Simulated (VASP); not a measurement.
**GaP: single point with PBE**

GaP:

```
Ga P
1.0
     0.00000    2.89016    2.68372
     2.89016    0.00000    2.68372
     2.89016    2.89016    0.00000
Ga P
1 1
Direct
  0.00000 0.00000 0.00000
  0.75000 0.75000 0.75000
```

This cell differs from its parent crystal: strain +0.050 along x and y, -0.025 along z.

| Property | Result |
| --- | --- |
| Program | VASP 6.6.1 |
| Task | single point |
| Functional | PBE |
| Potentials or basis | VASP PAW PBE potentials, release 64 (Ga_d, P) |
| Cutoff | 520 eV |
| k mesh | 8 × 8 × 8 |
| Occupations | gaussian, width 0.05 eV |
| Spin | no spin polarisation |
| Dipole correction | no |
| Further INCAR settings | ALGO = Normal; EDIFF = 1e-06; NBANDS = 16 |

- Pressure: -4.8 GPa
- Band gap on the k mesh: 0.74 eV, direct

Stress tensor (GPa, compression positive):
```
-6.32  0.00  0.00
 0.00 -6.32  0.00
 0.00  0.00 -1.69
```

Levels at points of the mesh, in eV from the valence-band top:
| k point | band 7 | band 8 | band 9 | band 10 | band 11 | band 12 |
| --- | --- | --- | --- | --- | --- | --- |
| (0.00, 0.00, 0.00) | -0.34 | -0.34 | 0.00 | 0.74 | 3.59 | 3.76 |
| (0.50, 0.00, 0.00) | -6.31 | -1.45 | -0.94 | 1.06 | 4.27 | 4.84 |
| (0.50, 0.50, 0.00) | -6.23 | -2.86 | -2.86 | 1.23 | 1.35 | 9.59 |
| (0.50, 0.00, 0.50) | -6.66 | -2.42 | -2.38 | 1.78 | 1.89 | 9.30 |

Wall time 53 s on 1 thread of AMD EPYC 7R43 64-Core Processor (Zen 3), with other jobs on the host, peak memory 0.15 GiB.

Caveat: the cell differs from its parent crystal (strain +0.050 along x and y, -0.025 along z). A k mesh can miss the band edges.
